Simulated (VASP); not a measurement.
Here is a VASP 6.6.1 calculation.

INCAR

```
PREC = Accurate
ENCUT = 600
EDIFF = 1E-6
ISMEAR = 1
SIGMA = 0.15
LREAL = F
LASPH = T
NELM = 120
ALGO = Normal
ISIF = 2
LWAVE = F
LCHARG = F
GGA = PE
IVDW = 13
NBANDS = 16
GGA_COMPAT = F
```

Contents of KPOINTS:

```
Automatic mesh
0
Gamma
  9 9 9
```

File POSCAR:

```
NbC
1.0
    3.1601310000      0.0000000000      0.0000000000
    1.5800655000      2.7367537253      0.0000000000
    1.5800655000      0.9122512418      2.5802361568
Nb C
1 1
Direct
    0.0000000000      0.0000000000      0.0000000000
    0.5000000000      0.5000000000      0.5000000000
```

Potentials or basis: VASP PAW PBE potentials, release 64 (Nb_sv, C).

Launch:

```console
$ cat potpaw_PBE.64/Nb_sv/POTCAR potpaw_PBE.64/C/POTCAR > POTCAR
$ mpirun -np 1 vasp_std > vasp.out
```

**Question.** Predict the dispersion energy per atom.

**Answer.** -0.336 eV.

**Question.** Estimate the pressure.

**Answer.** -2.5 GPa.

Caveat: pairwise dispersion overbinds metals, which lowers pressure and volume.
